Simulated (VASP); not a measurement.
# Ba (Im-3m) in VASP: notebook

Ba is run at these levels: PBEsol, r2SCAN; tasks: single point.

All numbers are computed with VASP 6.6.1; they aren't measurements. Logs are shortened: lines on timing, memory, paths and dates and some standing lists are left out, and cuts for length are marked.

**1. The cell of the first run**

It takes space group Im-3m (No. 229, cubic). The conventional cell has a = 4.882 Å, b = 4.882 Å, c = 4.882 Å, α = 90.00°, β = 90.00°, γ = 90.00°. Ba (site symmetry m-3m) has 14 Ba at 4.23 to 4.88 Å within 5.5 Å.

**2. Single point, PBEsol**

Contents of INCAR:

```
PREC = Accurate ; ENCUT = 520
EDIFF = 1E-6 ; ISMEAR = -1
SIGMA = 0.05 ; LREAL = F
LASPH = T ; NELM = 100
ALGO = Normal ; ISIF = 2
LWAVE = F ; LCHARG = F
GGA = PS ; NBANDS = 11
```

Contents of KPOINTS:

```
regular mesh
0
Gamma
  9 9 9
```

Contents of POSCAR:

```
Ba
1.0
   -2.4411340000      2.4411340000      2.4411340000
    2.4411340000     -2.4411340000      2.4411340000
    2.4411340000      2.4411340000     -2.4411340000
Ba
1
Direct
    0.0000000000      0.0000000000      0.0000000000
```

Potentials or basis: VASP PAW PBE potentials, release 64 (Ba_sv).

Run with:

```
$ cat potpaw_PBE.64/Ba_sv/POTCAR > POTCAR
$ mpirun -np 1 vasp_std > vasp.out
```

OUTCAR:

```text
PREC = Accurate
   ENCUT = 520
   EDIFF = 1E-6
   ISMEAR = -1
   LREAL = F
   LASPH = T
   NELM = 100
   ISIF = 2
   GGA = PS

 ion  position               nearest neighbor table
   1  0.000  0.000  0.000-

  LATTYP: Found a body centered cubic cell.
 ALAT       =     4.8822680000

  Lattice vectors:

 A1 = (  -2.4411340000,   2.4411340000,   2.4411340000)
 A2 = (   2.4411340000,  -2.4411340000,   2.4411340000)
 A3 = (   2.4411340000,   2.4411340000,  -2.4411340000)

Analysis of symmetry for initial positions (statically):
=====================================================================
 Subroutine PRICEL returns:
 Original cell was already a primitive cell.

 Routine SETGRP: Setting up the symmetry group for a
 body centered cubic supercell.

 Subroutine GETGRP returns: Found 48 space group operations
 (whereof 48 operations were pure point group operations)
 out of a pool of 48 trial point group operations.

The static configuration has the point symmetry O_h .

Analysis of symmetry for dynamics (positions and initial velocities):
=====================================================================
 Subroutine PRICEL returns:
 Original cell was already a primitive cell.

 Routine SETGRP: Setting up the symmetry group for a
 body centered cubic supercell.

 Subroutine GETGRP returns: Found 48 space group operations
 (whereof 48 operations were pure point group operations)
 out of a pool of 48 trial point group operations.

The dynamic configuration has the point symmetry O_h .

 Subroutine INISYM returns: Found 48 space group operations
 (whereof 48 operations are pure point group operations),
 and found     1 'primitive' translations

----------------------------------------------------------------------------------------

                                     Primitive cell

  volume of cell :      58.1882

  direct lattice vectors                    reciprocal lattice vectors
    -2.441134000  2.441134000  2.441134000     0.000000000  0.204822841  0.204822841
     2.441134000 -2.441134000  2.441134000     0.204822841  0.000000000  0.204822841
     2.441134000  2.441134000 -2.441134000     0.204822841  0.204822841  0.000000000

  length of vectors
     4.228168116  4.228168116  4.228168116     0.289663239  0.289663239  0.289663239

  position of ions in fractional coordinates (direct lattice)
     0.000000000  0.000000000  0.000000000

  ion indices of the primitive-cell ions
   primitive index   ion index
                 1           1
[... 77 lines left out ...]
   NFREE  =      0    steps in history (QN), initial steepest desc. (CG)
   ISIF   =      2    stress and relaxation
   ISYM   =      2    0-nonsym 1-usesym 2-fastsym
   POTIM  = 0.5000    time-step for ionic-motion
   TEBEG  =    0.0;   TEEND  =   0.0 temperature during run
   PSTRESS=    0.0 pullay stress
   NELECT =      10.0000    total number of electrons
   NUPDOWN=      -1.0000    fix difference up-down
   EMIN   =  10.00;   EMAX   =-10.00  energy-range for DOS
   EFERMI =   0.00;   METHOD = LEGACY
   ISMEAR =    -1;   SIGMA  =   0.05  broadening in eV -4-tet -1-fermi 0-gaus
   EFERMI_NEDOS =   21; number of points for ismear=-14 and -15
   IALGO  =     38    algorithm
   IMIX   =      4    mixing-type and parameters
     AMIX     =   0.40;   BMIX     =  1.00
     AMIX_MAG =   1.60;   BMIX_MAG =  1.00
  volume/ion in A,a.u.               =      58.19       392.67
  Fermi-wavevector in a.u.,A,eV,Ry     =   0.910185  1.720001 11.271577  0.828438
  Thomas-Fermi vector in A             =   2.034318
   LORBIT       =      0    0 simple, 1 ext, 2 COOP (PROOUT), +10 PAW based schemes
   GGA     = PS    functional components
   LHFCALC =     F    Hartree Fock is set to
   AEXX    =    0.0000 exact exchange contribution
   IVDW    =     0    specifies the selected vdW correction
   LEPSILON=     F    determine dielectric tensor
   LRPA    =     F    only Hartree local field effects (RPA)
 non-spin polarized calculation
  energy-cutoff  :      520.00
  volume of cell :       58.19
 maximum number of plane-waves:      1581
   NGX = 15   NGY = 15   NGZ = 15

 number of electron      10.0000001 magnetization

 Free energy of the ion-electron system (eV)
  ---------------------------------------------------
  ext. energy  EPLUGINS =         0.00000000
  ---------------------------------------------------
  free energy    TOTEN  =        -2.15257145 eV

  energy without entropy =       -2.14144254  energy(sigma->0) =       -2.14700699

 E-fermi :   1.8163     XC(G=0):  -7.7694

 val. band max:        1.7720707964   @ k =  -0.3333   0.3333   0.3333
 cond. band min:       1.8573373898   @ k =  -0.3333   0.4444   0.2222
 fundamental gap:      0.0852665934
 Fermi energy:         1.8163174297

 k-point     1 :       0.0000    0.0000    0.0000
  band No.  band energies     occupation
      1     -26.9248      2.00000
      2     -11.8035      2.00000
      3     -11.8035      2.00000
      4     -11.8035      2.00000
      5      -1.0013      2.00000
      6       3.7017      0.00000
      7       3.7017      0.00000
      8       3.7017      0.00000
      9       5.2490      0.00000
     10       5.2490      0.00000
     11       8.9730      0.00000
[... 309 lines left out ...]
 k-point    24 :      -0.4444   -0.4444    0.1111
  band No.  band energies     occupation
      1     -26.8520      2.00000
      2     -12.3406      2.00000
      3     -12.0862      2.00000
      4     -11.8992      2.00000
      5       1.4175      1.99931
      6       2.5378      0.00000
      7       2.7684      0.00000
      8       4.4145      0.00000
      9       6.1106      0.00000
     10       7.7212      0.00000
     11       8.1469      0.00000

 [... further k-points ...]

------------------------ aborting loop because EDIFF is reached ----------------------------------------

  FORCE on cell =-STRESS in cart. coord.  units (eV):
  Direction    XX          YY          ZZ          XY          YZ          ZX
  --------------------------------------------------------------------------------------
  -------------------------------------------------------------------------------------
  Total        0.0293604      0.0293604      0.0293604      0.0000000      0.0000000     -0.0000000
  in kB        0.8084220      0.8084220      0.8084220      0.0000000      0.0000000     -0.0000000
  external PRESSURE =       0.8084220 kB  Pullay stress =       0.0000000 kB

 VOLUME and BASIS-vectors are now :
 -----------------------------------------------------------------------------
  energy-cutoff  :      520.00
  volume of cell :       58.19
      direct lattice vectors                 reciprocal lattice vectors
    -2.441134000  2.441134000  2.441134000     0.000000000  0.204822841  0.204822841
     2.441134000 -2.441134000  2.441134000     0.204822841  0.000000000  0.204822841
     2.441134000  2.441134000 -2.441134000     0.204822841  0.204822841  0.000000000

 POSITION                                       TOTAL-FORCE (eV/Angst)
 -----------------------------------------------------------------------------------
      0.00000      0.00000      0.00000        -0.000000     -0.000000     -0.000000
 -----------------------------------------------------------------------------------
    total drift:                                0.000000      0.000000     -0.000000

  FREE ENERGIE OF THE ION-ELECTRON SYSTEM (eV)
  ---------------------------------------------------
  free  energy   TOTEN  =        -2.1525714475 eV

  energy  without entropy=       -2.1414425390  energy(sigma->0) =       -2.14700699
```

OSZICAR:

```text
N       E                     dE             d eps       ncg     rms          rms(c)
DAV:   1     0.524452467500E+02    0.52445E+02   -0.43287E+03   770   0.758E+02
DAV:   2     0.514595973812E+00   -0.51931E+02   -0.50318E+02   906   0.137E+02
DAV:   3    -0.207935547506E+01   -0.25940E+01   -0.25801E+01   959   0.311E+01
DAV:   4    -0.215381802541E+01   -0.74463E-01   -0.74344E-01   989   0.488E+00
DAV:   5    -0.215573063102E+01   -0.19126E-02   -0.19123E-02  1017   0.639E-01    0.176E+00
DAV:   6    -0.215359188320E+01    0.21387E-02   -0.43175E-03   996   0.563E-01    0.103E+00
DAV:   7    -0.215247118678E+01    0.11207E-02   -0.63132E-03  1039   0.723E-01    0.480E-02
DAV:   8    -0.215256646129E+01   -0.95275E-04   -0.18093E-04  1033   0.830E-02    0.184E-02
DAV:   9    -0.215257160522E+01   -0.51439E-05   -0.58114E-06   912   0.196E-02    0.281E-03
DAV:  10    -0.215257144749E+01    0.15774E-06   -0.16746E-07   550   0.270E-03
   1 F= -.21525714E+01 E0= -.21470070E+01  d E =-.111289E-01
```

stdout:

```text
POSCAR found type information on POSCAR Ba
 POSCAR found :  1 types and       1 ions
 scaLAPACK will be used
 -----------------------------------------------------------------------------
|                                                                             |
|                                                                             |
|     You enforced a specific xc type in the INCAR file but a different       |
|     I HOPE YOU KNOW WHAT YOU ARE DOING!                                     |
|                                                                             |
 -----------------------------------------------------------------------------

 LDA part: xc-table for (Slater+PW92), standard interpolation
 POSCAR, INCAR and KPOINTS ok, starting setup
 FFT: planning ... GRIDC
 FFT: planning ... GRID_SOFT
 FFT: planning ... GRID
 WAVECAR not read
 entering main loop
```

It took 9.5 s on 1 thread of AMD EPYC 7R13 (Zen 3), shared host; peak memory 0.15 GiB.

What came out:

```yaml
Free_energy: -2.1526 eV
Pressure: 0.1 GPa
Band_gap_on_the_k_mesh: zero (bands 5 and 6 overlap by 1.09 eV)
```

Caveat: the PAW data sets were made with another functional, which shifts forces and pressure a little; spin-orbit coupling is left out, which moves the levels of the heavy elements.

**3. Single point, r2SCAN**

POSCAR is that of step 2.

Contents of INCAR.step1:

```
SYSTEM = Ba
PREC     = Accurate       ! precision mode
ENCUT    = 520            ! plane-wave cutoff, eV
ISMEAR   = -1             ! smearing method
SIGMA    = 0.05           ! smearing width, eV
LREAL    = .False.        ! projectors in reciprocal space
LASPH    = .True.         ! aspherical terms in the spheres
NELM     = 100            ! most SCF steps
NBANDS   = 11             ! bands
GGA      = PE             ! functional
ALGO     = Normal         ! electronic algorithm
EDIFF    = 1E-4           ! SCF threshold, eV
LWAVE    = .True.         ! write WAVECAR
LCHARG   = .False.        ! write CHGCAR
```

Contents of INCAR.step2:

```
SYSTEM = Ba
PREC     = Accurate       ! precision mode
ENCUT    = 520            ! plane-wave cutoff, eV
EDIFF    = 1E-7           ! SCF threshold, eV
ISMEAR   = -1             ! smearing method
SIGMA    = 0.05           ! smearing width, eV
LREAL    = .False.        ! projectors in reciprocal space
LASPH    = .True.         ! aspherical terms in the spheres
NELM     = 100            ! most SCF steps
ALGO     = Normal         ! electronic algorithm
ISIF     = 2              ! what is computed and relaxed
LWAVE    = .False.        ! write WAVECAR
LCHARG   = .False.        ! write CHGCAR
METAGGA  = R2SCAN         ! meta-GGA
LMIXTAU  = .True.       
NBANDS   = 11             ! bands
ISTART   = 1
```

Contents of KPOINTS:

```
regular mesh
0
Gamma
  9 9 9
  0 0 0
```

Potentials or basis: VASP PAW PBE potentials, release 64 (Ba_sv).

Run with:

```
$ cat potpaw_PBE.64/Ba_sv/POTCAR > POTCAR
$ cp INCAR.step1 INCAR
$ mpirun -np 1 vasp_std > vasp.out
$ cp INCAR.step2 INCAR
$ mpirun -np 1 vasp_std > vasp.out
```

Run time: 61 s. Hardware: 1 thread of AMD EPYC 7R13 (Zen 3), shared host; peak memory 0.16 GiB.

It converged, with:

```
Free energy            : -26.4130 eV
Pressure               : 1.2 GPa
Band gap on the k mesh : zero (bands 5 and 6 overlap by 1.27 eV)
```

Levels at points of the mesh, in eV from the Fermi level:
| k point | band 3 | band 4 | band 5 | band 6 | band 7 | band 8 |
| --- | --- | --- | --- | --- | --- | --- |
| (0.00, 0.00, 0.00) | -14.27 | -14.27 | -2.91 | 2.22 | 2.22 | 2.22 |

Caveat: the PAW data sets were made with another functional, which shifts forces and pressure a little; spin-orbit coupling is left out, which moves the levels of the heavy elements.
